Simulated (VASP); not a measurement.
# Ti4CuAg (P4/mmm) in VASP: a series of runs

The runs below take Ti4CuAg through single point, with LDA.

Everything below comes from runs of VASP 6.6.1. Logs are shortened: lines on timing, memory, paths and dates and some standing lists are left out, and cuts for length are marked.

### Step 1. The cell of the first run

Symmetry: P4/mmm, No. 123, tetragonal system. The conventional cell has a = 2.934 Å, b = 2.934 Å, c = 11.255 Å, α = 90.00°, β = 90.00°, γ = 90.00°. Within 3.7 Å of Ti (site symmetry 4mm) lie 8 Ti at 2.80 to 2.93 Å and 4 Ag at 2.91 Å and 1 Cu at 3.59 Å. Within 3.5 Å of Ti (site symmetry 4mm) lie 4 Cu at 2.69 Å and 9 Ti at 2.80 to 3.43 Å. Within 3.6 Å of Cu (site symmetry 4/mmm) lie 10 Ti at 2.69 to 3.59 Å and 4 Cu at 2.93 Å. Ag (site symmetry 4/mmm) has 10 Ti at 2.91 to 3.91 Å and 8 Ag at 2.93 to 4.15 Å within 4.2 Å.

### Step 2. Single point, LDA

INCAR reads:

```
PREC = Accurate
ENCUT = 520
EDIFF = 1E-7
ISMEAR = -1
SIGMA = 0.05
LREAL = F
LASPH = T
NELM = 60
ALGO = Normal
ISIF = 2
LWAVE = F
LCHARG = F
NBANDS = 44
```

KPOINTS reads:

```
regular mesh
0
Gamma
  3 3 1
```

POSCAR reads:

```
Ti4CuAg
1.0
    2.9337950000      0.0000000000      0.0000000000
    0.0000000000      2.9337950000      0.0000000000
    0.0000000000      0.0000000000     11.2545100000
Ti Cu Ag
4 1 1
Direct
    0.5000000000      0.5000000000      0.1809720000
    0.0000000000      0.0000000000      0.6524540000
    0.0000000000      0.0000000000      0.3475460000
    0.5000000000      0.5000000000      0.8190280000
    0.5000000000      0.5000000000      0.5000000000
    0.0000000000      0.0000000000      0.0000000000
```

Potentials or basis: VASP PAW LDA potentials, release 64 (Ti_sv, Cu, Ag).

Launch:

```bash
$ cat potpaw_LDA.64/Ti_sv/POTCAR potpaw_LDA.64/Cu/POTCAR potpaw_LDA.64/Ag/POTCAR > POTCAR
$ mpirun -np 1 vasp_std > vasp.out
```

OUTCAR:

```text
PREC = Accurate
   ENCUT = 520
   EDIFF = 1E-7
   ISMEAR = -1
   LREAL = F
   LASPH = T
   NELM = 60
   ISIF = 2

 ion  position               nearest neighbor table
   1  0.500  0.500  0.181-   3 2.80   3 2.80   3 2.80   3 2.80   6 2.91   6 2.91   6 2.91   6 2.91

   2  0.000  0.000  0.652-   5 2.69   5 2.69   5 2.69   5 2.69   4 2.80   4 2.80   4 2.80   4 2.80

   3  0.000  0.000  0.348-   5 2.69   5 2.69   5 2.69   5 2.69   1 2.80   1 2.80   1 2.80   1 2.80

   4  0.500  0.500  0.819-   2 2.80   2 2.80   2 2.80   2 2.80   6 2.91   6 2.91   6 2.91   6 2.91

   5  0.500  0.500  0.500-   2 2.69   3 2.69   2 2.69   3 2.69   2 2.69   3 2.69   2 2.69   3 2.69

   6  0.000  0.000  0.000-   1 2.91   4 2.91   1 2.91   4 2.91   1 2.91   4 2.91   1 2.91   4 2.91

  LATTYP: Found a simple tetragonal cell.
 ALAT       =     2.9337950000
 C/A-ratio  =     3.8361610133

  Lattice vectors:

 A1 = (   2.9337950000,   0.0000000000,   0.0000000000)
 A2 = (   0.0000000000,   2.9337950000,   0.0000000000)
 A3 = (   0.0000000000,   0.0000000000,  11.2545100000)

Analysis of symmetry for initial positions (statically):
=====================================================================
 Subroutine PRICEL returns:
 Original cell was already a primitive cell.

 Routine SETGRP: Setting up the symmetry group for a
 simple tetragonal supercell.

 Subroutine GETGRP returns: Found 16 space group operations
 (whereof 16 operations were pure point group operations)
 out of a pool of 16 trial point group operations.

The static configuration has the point symmetry D_4h.

Analysis of symmetry for dynamics (positions and initial velocities):
=====================================================================
 Subroutine PRICEL returns:
 Original cell was already a primitive cell.

 Routine SETGRP: Setting up the symmetry group for a
 simple tetragonal supercell.

 Subroutine GETGRP returns: Found 16 space group operations
 (whereof 16 operations were pure point group operations)
 out of a pool of 16 trial point group operations.

The dynamic configuration has the point symmetry D_4h.

 Subroutine INISYM returns: Found 16 space group operations
 (whereof 16 operations are pure point group operations),
 and found     1 'primitive' translations

----------------------------------------------------------------------------------------

                                     Primitive cell

  volume of cell :      96.8693

  direct lattice vectors                    reciprocal lattice vectors
     2.933795000  0.000000000  0.000000000     0.340855445  0.000000000  0.000000000
     0.000000000  2.933795000  0.000000000     0.000000000  0.340855445  0.000000000
     0.000000000  0.000000000 11.254510000     0.000000000  0.000000000  0.088853269

  length of vectors
     2.933795000  2.933795000 11.254510000     0.340855445  0.340855445  0.088853269

  position of ions in fractional coordinates (direct lattice)
     0.500000000  0.500000000  0.180972000
     0.000000000  0.000000000  0.652454000
     0.000000000  0.000000000  0.347546000
     0.500000000  0.500000000  0.819028000
     0.500000000  0.500000000  0.500000000
     0.000000000  0.000000000  0.000000000

  ion indices of the primitive-cell ions
   primitive index   ion index
                 1           1
                 2           2
                 3           3
                 4           4
                 5           5
                 6           6

----------------------------------------------------------------------------------------

 KPOINTS: regular mesh

Automatic generation of k-mesh.
 Grid dimensions read from file:
 generate k-points for:    3    3    1

 Generating k-lattice:

  Cartesian coordinates                     Fractional coordinates (reciprocal lattice)
     0.113618482  0.000000000  0.000000000     0.333333333  0.000000000  0.000000000
     0.000000000  0.113618482  0.000000000     0.000000000  0.333333333  0.000000000
     0.000000000  0.000000000  0.088853269     0.000000000  0.000000000  1.000000000

  Length of vectors
     0.113618482  0.113618482  0.088853269

  Shift w.r.t. Gamma in fractional coordinates (k-lattice)
     0.000000000  0.000000000  0.000000000

 Subroutine IBZKPT returns following result:
 ===========================================

 Found      3 irreducible k-points:

 Following reciprocal coordinates:
            Coordinates               Weight
  0.000000  0.000000  0.000000      1.000000
  0.333333  0.000000  0.000000      4.000000
  0.333333  0.333333  0.000000      4.000000
   k-points           NKPTS =      3   k-points in BZ     NKDIM =      3   number of bands    NBANDS=     44
   number of dos      NEDOS =    301   number of ions     NIONS =      6
   total plane-waves  NPLWV =  48384
   dimension x,y,z NGX =    24 NGY =   24 NGZ =   84
   dimension x,y,z NGXF=    48 NGYF=   48 NGZF=  168
   ions per type =               4   1   1
   NGX,Y,Z   is equivalent  to a cutoff of  13.60, 13.60, 12.41 a.u.
   NGXF,Y,Z  is equivalent  to a cutoff of  27.20, 27.20, 24.82 a.u.
 SYSTEM =  unknown system
   PREC   = accura    normal or accurate (medium, high low for compatibility)
   ISTART =      0    job   : 0-new  1-cont  2-samecut
   ICHARG =      2    charge: 1-file 2-atom 10-const
   ISPIN  =      1    spin polarized calculation?
   LNONCOLLINEAR =      F non collinear calculations
   LSORBIT =      F    spin-orbit coupling
   LASPH  =      T    aspherical Exc in radial PAW
   ENCUT  =  520.0 eV  38.22 Ry    6.18 a.u.   5.45  5.45 20.93*2*pi/ulx,y,z
   NELM   =     60;   NELMIN=  2; NELMDL= -5     # of ELM steps
   EDIFF  = 0.1E-06   stopping-criterion for ELM
   LREAL  =      F    real-space projection
   EDIFFG = 0.1E-05   stopping-criterion for IOM
   NSW    =      0    number of steps for IOM
   IBRION =     -1    ionic relax: 0-MD 1-quasi-New 2-CG
   NFREE  =      0    steps in history (QN), initial steepest desc. (CG)
   ISIF   =      2    stress and relaxation
   ISYM   =      2    0-nonsym 1-usesym 2-fastsym
   POTIM  = 0.5000    time-step for ionic-motion
   TEBEG  =    0.0;   TEEND  =   0.0 temperature during run
   PSTRESS=    0.0 pullay stress
   NELECT =      70.0000    total number of electrons
   NUPDOWN=      -1.0000    fix difference up-down
   EMIN   =  10.00;   EMAX   =-10.00  energy-range for DOS
   EFERMI =   0.00;   METHOD = LEGACY
   ISMEAR =    -1;   SIGMA  =   0.05  broadening in eV -4-tet -1-fermi 0-gaus
   EFERMI_NEDOS =   21; number of points for ismear=-14 and -15
   IALGO  =     38    algorithm
   IMIX   =      4    mixing-type and parameters
     AMIX     =   0.40;   BMIX     =  1.00
     AMIX_MAG =   1.60;   BMIX_MAG =  1.00
  volume/ion in A,a.u.               =      16.14       108.95
  Fermi-wavevector in a.u.,A,eV,Ry     =   1.469080  2.776159 29.364043  2.158196
  Thomas-Fermi vector in A             =   2.584501
   LORBIT       =      0    0 simple, 1 ext, 2 COOP (PROOUT), +10 PAW based schemes
   GGA     = CA    functional components
   LHFCALC =     F    Hartree Fock is set to
   AEXX    =    0.0000 exact exchange contribution
   IVDW    =     0    specifies the selected vdW correction
   LEPSILON=     F    determine dielectric tensor
   LRPA    =     F    only Hartree local field effects (RPA)
 non-spin polarized calculation
  energy-cutoff  :      520.00
  volume of cell :       96.87
 maximum number of plane-waves:      2649
 NGX is ok and might be reduce to    24
   NGX = 11   NGY = 11   NGZ = 41

 number of electron      70.0000008 magnetization

 Free energy of the ion-electron system (eV)
  ---------------------------------------------------
  ext. energy  EPLUGINS =         0.00000000
  ---------------------------------------------------
  free energy    TOTEN  =       -43.43687943 eV

  energy without entropy =      -43.40620306  energy(sigma->0) =      -43.42154124

 E-fermi :   8.3959     XC(G=0): -12.1608

 val. band max:        8.1275986158   @ k =   0.3333   0.0000   0.0000
 cond. band min:       8.4568786454   @ k =   0.3333   0.3333   0.0000
 fundamental gap:      0.3292800296
 Fermi energy:         8.3959401103

 k-point     1 :       0.0000    0.0000    0.0000
  band No.  band energies     occupation
      1     -47.8346      2.00000
      2     -47.8333      2.00000
      3     -47.6977      2.00000
      4     -47.6955      2.00000
      5     -24.5769      2.00000
      6     -24.5538      2.00000
[... 36 lines left out ...]
     43      10.6457      0.00000
     44      10.6907      0.00000

 k-point     2 :       0.3333    0.0000    0.0000
  band No.  band energies     occupation
      1     -47.7751      2.00000
      2     -47.7743      2.00000
      3     -47.6982      2.00000
      4     -47.6960      2.00000
      5     -24.6289      2.00000
      6     -24.6215      2.00000
[... 36 lines left out ...]
     43       9.4224      0.00000
     44       9.6830      0.00000

 k-point     3 :       0.3333    0.3333    0.0000
  band No.  band energies     occupation
      1     -47.7338      2.00000
      2     -47.7333      2.00000
      3     -47.6819      2.00000
      4     -47.6794      2.00000
      5     -24.6229      2.00000
      6     -24.6178      2.00000
[... 36 lines left out ...]
     43      10.2487      0.00000
     44      10.4135      0.00000

------------------------ aborting loop because EDIFF is reached ----------------------------------------

  FORCE on cell =-STRESS in cart. coord.  units (eV):
  Direction    XX          YY          ZZ          XY          YZ          ZX
  --------------------------------------------------------------------------------------
  -------------------------------------------------------------------------------------
  Total       -6.7485014     -6.7485014     -2.3826398      0.0000000      0.0000000      0.0000000
  in kB     -111.6173744   -111.6173744    -39.4078603      0.0000000      0.0000000      0.0000000
  external PRESSURE =     -87.5475364 kB  Pullay stress =       0.0000000 kB

 VOLUME and BASIS-vectors are now :
 -----------------------------------------------------------------------------
  energy-cutoff  :      520.00
  volume of cell :       96.87
      direct lattice vectors                 reciprocal lattice vectors
     2.933795000  0.000000000  0.000000000     0.340855445  0.000000000  0.000000000
     0.000000000  2.933795000  0.000000000     0.000000000  0.340855445  0.000000000
     0.000000000  0.000000000 11.254510000     0.000000000  0.000000000  0.088853269

 POSITION                                       TOTAL-FORCE (eV/Angst)
 -----------------------------------------------------------------------------------
      1.46690      1.46690      2.03675        -0.000000      0.000000      0.414754
      0.00000      0.00000      7.34305         0.000000     -0.000000      0.244973
      0.00000      0.00000      3.91146         0.000000     -0.000000     -0.244973
      1.46690      1.46690      9.21776        -0.000000      0.000000     -0.414754
      1.46690      1.46690      5.62725         0.000000     -0.000000     -0.000000
      0.00000      0.00000      0.00000         0.000000     -0.000000     -0.000000
 -----------------------------------------------------------------------------------
    total drift:                                0.000000     -0.000000      0.000000

  FREE ENERGIE OF THE ION-ELECTRON SYSTEM (eV)
  ---------------------------------------------------
  free  energy   TOTEN  =       -43.4368794266 eV

  energy  without entropy=      -43.4062030567  energy(sigma->0) =      -43.42154124
```

Run time: 45 s. Hardware: 1 thread of Intel Xeon 8259CL, shared host; peak memory 0.18 GiB.

Results:

- Free energy: -43.4369 eV
- Pressure: -8.8 GPa
- Largest force: 0.415 eV/Å
- Band gap on the k mesh: zero (bands 35 and 36 overlap by 0.07 eV)

Forces on the atoms (eV/Å):
```
Ti   0.000  0.000  0.415
Ti   0.000  0.000  0.245
Ti   0.000  0.000 -0.245
Ti   0.000  0.000 -0.415
Cu   0.000  0.000  0.000
Ag   0.000  0.000  0.000
```

Stress tensor (GPa, compression positive):
```
-11.16   0.00   0.00
  0.00 -11.16   0.00
  0.00   0.00  -3.94
```

Caveat: the k points lie up to 0.71 Å⁻¹ apart.

### Step 3. Single point, LDA

INCAR reads:

```
ALGO     = Normal         # electronic algorithm
EDIFF    = 1E-6           # SCF threshold, eV
ENCUT    = 520            # plane-wave cutoff, eV
GGA      = CA             # functional
ISIF     = 2              # what is computed and relaxed
ISMEAR   = -1             # smearing method
LASPH    = True           # aspherical terms in the spheres
LCHARG   = False          # write CHGCAR
LREAL    = False          # projectors in reciprocal space
LWAVE    = False          # write WAVECAR
NBANDS   = 44             # bands
NELM     = 100            # most SCF steps
PREC     = Accurate       # precision mode
SIGMA    = 0.05           # smearing width, eV
```

KPOINTS reads:

```
k-points
0
Gamma
  4 4 1
```

POSCAR is that of step 2.

Potentials or basis: VASP PAW LDA potentials, release 64 (Ti_sv, Cu, Ag).

Launch:

```bash
$ cat potpaw_LDA.64/Ti_sv/POTCAR potpaw_LDA.64/Cu/POTCAR potpaw_LDA.64/Ag/POTCAR > POTCAR
$ mpirun -np 1 vasp_std > vasp.out
```

Run time: 70 s. Hardware: 1 thread of Intel Xeon 8259CL, shared host; peak memory 0.19 GiB.

The run converged. Its results:

| Quantity | Value |
| --- | --- |
| Free energy | -43.2528 eV |
| Pressure | -7.9 GPa |
| Largest force | 0.171 eV/Å |
| Band gap on the k mesh | zero (bands 35 and 36 overlap by 0.68 eV) |

Forces on the atoms (eV/Å):
```
Ti   0.000  0.000 -0.171
Ti   0.000  0.000  0.006
Ti   0.000  0.000 -0.006
Ti   0.000  0.000  0.171
Cu   0.000  0.000  0.000
Ag   0.000  0.000  0.000
```

Stress tensor (GPa, compression positive):
```
-7.01  0.00  0.00
 0.00 -7.01  0.00
 0.00  0.00 -9.55
```

Levels at points of the mesh, in eV from the Fermi level:
| k point | band 33 | band 34 | band 35 | band 36 | band 37 | band 38 |
| --- | --- | --- | --- | --- | --- | --- |
| (0.00, 0.00, 0.00) | -1.11 | -0.63 | 0.32 | 0.49 | 1.09 | 1.09 |
| (0.50, 0.00, 0.00) | -0.16 | -0.15 | -0.04 | -0.01 | 0.66 | 0.73 |
| (0.50, 0.50, 0.00) | -0.62 | -0.62 | -0.21 | -0.21 | 2.00 | 2.00 |

Caveat: the k points lie up to 0.56 Å⁻¹ apart, too coarse for converged energies and pressures of a metal.

### Step 4. Single point, LDA

INCAR reads:

```
SYSTEM = Ti4CuAg
ALGO = Normal
EDIFF = 1E-6
ENCUT = 520
GGA = CA
ISIF = 2
ISMEAR = -1
LASPH = .True.
LCHARG = .False.
LREAL = .False.
LWAVE = .False.
NBANDS = 44
NELM = 60
PREC = Accurate
SIGMA = 0.05
```

KPOINTS reads:

```
k-points
0
Gamma
  6 6 2
  0 0 0
```

POSCAR is that of step 3.

Launch:

```bash
$ cat potpaw_LDA.64/Ti_sv/POTCAR potpaw_LDA.64/Cu/POTCAR potpaw_LDA.64/Ag/POTCAR > POTCAR
$ mpirun -np 1 vasp_std > vasp.out
```

Wall time 3.1 min (1 thread of Intel Xeon 8259CL, shared host); peak memory 0.23 GiB.

The run converged. Its results:

* Free energy: -43.2101 eV
* Pressure: -7.7 GPa
* Largest force: 0.052 eV/Å
* Band gap on the k mesh: zero (bands 35 and 36 overlap by 0.99 eV)

Forces in eV/Å, atoms in the order of the input:
```
Ti   0.000  0.000  0.011
Ti   0.000  0.000  0.052
Ti   0.000  0.000 -0.052
Ti   0.000  0.000 -0.011
Cu   0.000  0.000  0.000
Ag   0.000  0.000  0.000
```

Stress tensor (GPa, compression positive):
```
-7.83  0.00  0.00
 0.00 -7.83  0.00
 0.00  0.00 -7.40
```

Levels at points of the mesh, in eV from the Fermi level:
```
           k point  band 32  band 33  band 34  band 35  band 36  band 37  band 38  band 39
(0.00, 0.00, 0.00)    -1.31    -1.30    -0.75     0.18     0.36     0.94     0.94     1.18
(0.50, 0.00, 0.00)    -1.26    -0.38    -0.34    -0.17    -0.16     0.51     0.58     0.60
(0.50, 0.50, 0.00)    -1.43    -0.76    -0.76    -0.40    -0.40     1.82     1.82     2.00
(0.00, 0.00, 0.50)    -1.39    -1.26    -0.79     0.26     0.29     1.04     1.04     1.13
(0.50, 0.00, 0.50)    -0.90    -0.85    -0.72     0.20     0.26     0.46     0.49     0.53
(0.50, 0.50, 0.50)    -1.43    -1.21    -1.21     0.37     0.37     0.81     0.81     2.00
```

Caveat: the cell stands under tension.

### Step 5. Single point, LDA

INCAR reads:

```
PREC     = Accurate       # precision mode
ENCUT    = 520            # plane-wave cutoff, eV
EDIFF    = 1E-7           # SCF threshold, eV
ISMEAR   = -1             # smearing method
SIGMA    = 0.05           # smearing width, eV
LREAL    = F              # projectors in reciprocal space
LASPH    = T              # aspherical terms in the spheres
NELM     = 100            # most SCF steps
ALGO     = Normal         # electronic algorithm
ISIF     = 2              # what is computed and relaxed
LWAVE    = F              # write WAVECAR
LCHARG   = F              # write CHGCAR
GGA      = CA             # functional
NBANDS   = 44             # bands
```

KPOINTS reads:

```
Automatic mesh
0
Gamma
  8 8 2
```

POSCAR is that of step 4.

Launch:

```bash
$ cat potpaw_LDA.64/Ti_sv/POTCAR potpaw_LDA.64/Cu/POTCAR potpaw_LDA.64/Ag/POTCAR > POTCAR
$ mpirun -np 1 vasp_std > vasp.out
```

It took 5.1 min on 1 thread of Intel Xeon 8259CL, shared host; peak memory 0.25 GiB.

The run converged. Its results:

- Free energy: -43.1828 eV
- Pressure: -7.6 GPa
- Largest force: 0.088 eV/Å
- Band gap on the k mesh: zero (bands 35 and 36 overlap by 1.06 eV)

Forces on the atoms (eV/Å):
```
Ti   0.000  0.000  0.088
Ti   0.000  0.000  0.012
Ti   0.000  0.000 -0.012
Ti   0.000  0.000 -0.088
Cu   0.000  0.000  0.000
Ag   0.000  0.000  0.000
```

Stress tensor (GPa, compression positive):
```
-7.71  0.00  0.00
 0.00 -7.71  0.00
 0.00  0.00 -7.40
```

Levels at points of the mesh, in eV from the Fermi level:
| k point | band 33 | band 34 | band 35 | band 36 | band 37 | band 38 |
| --- | --- | --- | --- | --- | --- | --- |
| (0.00, 0.00, 0.00) | -1.34 | -0.77 | 0.16 | 0.33 | 0.91 | 0.91 |
| (0.50, 0.00, 0.00) | -0.43 | -0.39 | -0.19 | -0.18 | 0.49 | 0.55 |
| (0.50, 0.50, 0.00) | -0.79 | -0.79 | -0.43 | -0.43 | 1.77 | 1.77 |
| (0.00, 0.00, 0.50) | -1.31 | -0.81 | 0.24 | 0.26 | 1.01 | 1.01 |
| (0.50, 0.00, 0.50) | -0.88 | -0.76 | 0.16 | 0.23 | 0.43 | 0.46 |
| (0.50, 0.50, 0.50) | -1.25 | -1.25 | 0.35 | 0.35 | 0.76 | 0.76 |

Caveat: the cell stands under tension.

### Step 6. Summary

```csv
k mesh,gap on the mesh (eV),pressure (GPa),largest force (eV/Å)
3 × 3 × 1,none,-8.8,0.41
4 × 4 × 1,none,-7.9,0.17
6 × 6 × 2,none,-7.7,0.05
8 × 8 × 2,none,-7.6,0.09
```

Alike in all rows: task single point; level LDA; potentials or basis VASP PAW LDA potentials, release 64 (Ti_sv, Cu, Ag); no spin polarisation; cell as given; cutoff (eV) 520; smearing fermi-dirac 0.05 eV.

Caveats: some runs use coarse meshes; the cell stands under tension (at least some runs).

Total energies depend on the potentials used, so only differences within one code and one set of settings carry meaning.
